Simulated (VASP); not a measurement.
# SiO2 (rutile type) (P4_2/mnm) in VASP: further runs, part 2 of 2

VASP 6.6.1. The steps go on from the part before.

### 5 Relaxation of cell and atoms, LDA

This run uses another cell than the first one, of 10.00 Å³/atom.

Contents of INCAR:

```
  PREC = Accurate
  ENCUT = 600
  EDIFF = 1E-7
  ISMEAR = -1
  SIGMA = 0.08
  LREAL = F
  LASPH = T
  NELM = 120
  ALGO = Normal
  ISIF = 3
  LWAVE = F
  LCHARG = F
  IBRION = 2
  NSW = 60
  EDIFFG = -0.005
  GGA_COMPAT = F
  NELMIN = 4
```

Contents of KPOINTS:

```
regular mesh
0
Gamma
  8 8 11
```

Contents of POSCAR:

```
SiO2
1.0
    4.4964431302      0.0000000000      0.0000000000
    0.0000000000      4.4964431302      0.0000000000
    0.0000000000      0.0000000000      2.9676524660
Si O
2 4
Direct
    0.0000000000      0.0000000000      0.0000000000
    0.5000000000      0.5000000000      0.5000000000
    0.3050000000      0.3050000000      0.0000000000
    0.6950000000      0.6950000000      0.0000000000
    0.8050000000      0.1950000000      0.5000000000
    0.1950000000      0.8050000000      0.5000000000
```

Potentials or basis: VASP PAW LDA potentials, release 64 (Si, O).

On the command line:

```console
> cat potpaw_LDA.64/Si/POTCAR potpaw_LDA.64/O/POTCAR > POTCAR
> mpirun -np 1 vasp_std > vasp.out
```

OUTCAR:

```text
PREC = Accurate
   ENCUT = 600
   EDIFF = 1E-7
   ISMEAR = -1
   LREAL = F
   LASPH = T
   NELM = 120
   ISIF = 3
   IBRION = 2
   NSW = 60
   EDIFFG = -0.005
   NELMIN = 4

 ion  position               nearest neighbor table
   1  0.000  0.000  0.000-   5 1.93   6 1.93   5 1.93   6 1.93   3 1.94   4 1.94
   2  0.500  0.500  0.500-   3 1.93   4 1.93   3 1.93   4 1.93   5 1.94   6 1.94
   3  0.305  0.305  0.000-   2 1.93   2 1.93   1 1.94
   4  0.695  0.695  0.000-   2 1.93   2 1.93   1 1.94
   5  0.805  0.195  0.500-   1 1.93   1 1.93   2 1.94
   6  0.195  0.805  0.500-   1 1.93   1 1.93   2 1.94

  LATTYP: Found a simple tetragonal cell.
 ALAT       =     4.4964431302
 C/A-ratio  =     0.6600000000

  Lattice vectors:

 A1 = (   4.4964431302,   0.0000000000,   0.0000000000)
 A2 = (   0.0000000000,   4.4964431302,   0.0000000000)
 A3 = (   0.0000000000,   0.0000000000,   2.9676524660)

Analysis of symmetry for initial positions (statically):
=====================================================================
 Subroutine PRICEL returns:
 Original cell was already a primitive cell.

 Routine SETGRP: Setting up the symmetry group for a
 simple tetragonal supercell.

 Subroutine GETGRP returns: Found 16 space group operations
 (whereof  8 operations were pure point group operations)
 out of a pool of 16 trial point group operations.

The static configuration has the point symmetry D_2h.
 The point group associated with its full space group is D_4h.

Analysis of symmetry for dynamics (positions and initial velocities):
[... 209 lines left out ...]
 number of electron      31.9999996 magnetization

 E-fermi :  13.3149     XC(G=0): -14.0342

 val. band max:       11.7958572906   @ k =   0.0000   0.0000   0.0000
 cond. band min:      19.4672779979   @ k =   0.0000   0.0000   0.0000
 fundamental gap:      7.6714207072
 Fermi energy:        13.3148988122

 k-point     1 :       0.0000    0.0000    0.0000
  band No.  band energies     occupation
      1     -13.5621      2.00000
      2      -8.6000      2.00000
      3      -8.3035      2.00000
      4      -8.3035      2.00000
      5      -0.1572      2.00000
      6       3.1743      2.00000
[... 616 lines left out ...]
  FREE ENERGIE OF THE ION-ELECTRON SYSTEM (eV)
  ---------------------------------------------------
  free  energy   TOTEN  =       -52.0180649607 eV

  energy  without entropy=      -52.0180649607  energy(sigma->0) =      -52.01806496

[... ionic steps 4 to 8 ...]

--------------------------------------- Ionic step        9  -------------------------------------------

 number of electron      31.9999996 magnetization

------------------------ aborting loop because EDIFF is reached ----------------------------------------
[... 75 lines left out ...]
--------------------------------------- Ionic step       11  -------------------------------------------

 number of electron      31.9999996 magnetization

 Free energy of the ion-electron system (eV)
  ---------------------------------------------------
  ext. energy  EPLUGINS =         0.00000000
  ---------------------------------------------------
  free energy    TOTEN  =       -52.04432712 eV

  energy without entropy =      -52.04432712  energy(sigma->0) =      -52.04432712

 E-fermi :   9.8615     XC(G=0): -12.7959

 val. band max:        8.2749326615   @ k =   0.0000   0.0000   0.0000
 cond. band min:      14.0548136040   @ k =   0.0000   0.0000   0.0000
 fundamental gap:      5.7798809425
 Fermi energy:         9.8614677663

 k-point     1 :       0.0000    0.0000    0.0000
  band No.  band energies     occupation
      1     -14.2643      2.00000
      2     -10.4527      2.00000
      3     -10.4527      2.00000
      4     -10.1711      2.00000
      5      -2.7558      2.00000
      6       1.6929      2.00000
[... 576 lines left out ...]
  FREE ENERGIE OF THE ION-ELECTRON SYSTEM (eV)
  ---------------------------------------------------
  free  energy   TOTEN  =       -52.0443271230 eV

  energy  without entropy=      -52.0443271230  energy(sigma->0) =      -52.04432712

 reached required accuracy - stopping structural energy minimisation
```

Wall time 5.3 min (1 thread of AMD EPYC 9R45 (Zen 5), shared host); peak memory 0.2 GiB.

What came out:

- Free energy: -52.0443 eV
- Relaxed volume: 7.67 Å³/atom
- Relaxed cell: a = 4.154 Å, b = 4.154 Å, c = 2.666 Å, α = 90.00°, β = 90.00°, γ = 90.00°
- Space group after relaxing (to 0.1 Å): P4_2/mnm (No. 136)
- Energy gained by relaxing: 487.1 meV/atom
- Ionic steps: 11
- Pressure after relaxing: 0.0 GPa
- Band gap on the k mesh: 5.78 eV

The path:
```tsv
step	energy change (eV)	largest force (eV/Å)	pressure (GPa)	volume (Å³)
1	0.0000	0.8954	-51.32	60.00
2	1.0683	4.7081	144.35	36.22
3	-2.8966	0.3481	-5.26	46.96
4	-2.9062	0.4451	-1.90	46.50
5	-2.9070	0.4990	-0.05	46.25
6	-2.9193	0.1950	-0.05	45.99
7	-2.9220	0.0093	-0.10	46.07
8	-2.9228	0.0005	-0.11	46.03
9	-2.9229	0.0025	-0.10	46.03
10	-2.9229	0.0050	0.12	46.00
11	-2.9229	0.0008	0.00	46.01
```

Final structure:
```cif
data_structure
_symmetry_space_group_name_H-M 'P 1'
_symmetry_Int_Tables_number 1
_cell_length_a 4.1541
_cell_length_b 4.1541
_cell_length_c 2.6664
_cell_angle_alpha 90.000
_cell_angle_beta 90.000
_cell_angle_gamma 90.000
_cell_volume 46.01
loop_
_atom_site_label
_atom_site_type_symbol
_atom_site_fract_x
_atom_site_fract_y
_atom_site_fract_z
_atom_site_occupancy
Si1 Si 0.00000 0.00000 0.00000 1
Si2 Si 0.50000 0.50000 0.50000 1
O1 O 0.30540 0.30540 0.00000 1
O2 O 0.69460 0.69460 0.00000 1
O3 O 0.80540 0.19460 0.50000 1
O4 O 0.19460 0.80540 0.50000 1
```

Levels at points of the mesh, in eV from the valence-band top:
| k point | band 12 | band 13 | band 14 | band 15 | band 16 | band 17 | band 18 | band 19 | band 20 |
| --- | --- | --- | --- | --- | --- | --- | --- | --- | --- |
| (0.00, 0.00, 0.00) | -3.24 | -2.56 | -0.91 | -0.91 | 0.00 | 5.78 | 6.41 | 8.32 | 8.32 |
| (0.50, 0.00, 0.00) | -4.02 | -2.77 | -2.77 | -1.09 | -1.09 | 7.71 | 7.71 | 8.89 | 8.89 |
| (0.50, 0.50, 0.00) | -3.38 | -2.78 | -2.78 | -2.35 | -2.35 | 7.37 | 7.37 | 9.91 | 9.91 |

Caveat: the volume moved by over 15 % at a fixed basis, so the end points are rough. A k mesh can miss the band edges.

### 6 Summary

| task | cell | gap on the mesh (eV) | pressure (GPa) |
| --- | --- | --- | --- |
| relaxation of shape and atoms at fixed volume | relaxed from a = 3.857, b = 3.857, c = 2.471 Å, 6 atoms, atomic positions A | 6.72 | 115.7 |
| relaxation of shape and atoms at fixed volume | relaxed from a = 3.982, b = 3.982, c = 2.550 Å, 6 atoms, atomic positions A | 6.61 | 54.3 |
| relaxation of shape and atoms at fixed volume | relaxed from a = 4.070, b = 4.070, c = 2.607 Å, 6 atoms, atomic positions A | 6.51 | 22.9 |
| relaxation of cell and atoms | relaxed from a = 4.496, b = 4.496, c = 2.968 Å, 6 atoms, atomic positions B | 5.78 | 0.0 |

Alike in all rows: level LDA; potentials or basis VASP PAW LDA potentials, release 64 (Si, O); no spin polarisation; k mesh 8 × 8 × 11; cutoff (eV) 600; smearing fermi-dirac 0.08 eV.

Caveats: the volume moved by over 15 % at a fixed basis, so the end points are rough (at least some runs).

Total energies depend on the potentials used, so only differences within one code and one set of settings carry meaning.
